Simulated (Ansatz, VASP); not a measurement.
**Two plane-wave programs on BiS**

```
Bi S
1.0
     0.00000    3.23637    3.23637
     3.23637    0.00000    3.23637
     3.23637    3.23637    0.00000
Bi S
1 1
Direct
  0.00000 0.00000 0.00000
  0.25000 0.25000 0.25000
```

Alike in both runs: task single point; functional PBEsol; k mesh 8 × 8 × 8; occupations gaussian, width 0.05 eV; no spin polarisation.

|  | VASP | Ansatz |
| --- | --- | --- |
| version | VASP 6.6.1 | Ansatz 0.2.0 |
| potentials or method | VASP PAW PBE potentials, release 64 (Bi_d, S), cutoff 520 eV | scalar-relativistic, plane waves, PAW |
| valence electrons in the cell | 21 | 21 |

```tsv
	VASP	Ansatz	Ansatz less VASP
gap on the k mesh at the Fermi level (eV)	none	none	-
pressure (GPa)	-0.9	-0.9	+0.02
```

VASP's potentials were made for PBE, not for PBEsol. A gap of «none» marks a metal or a gap that the smearing closes.

Spin-orbit coupling is off throughout.
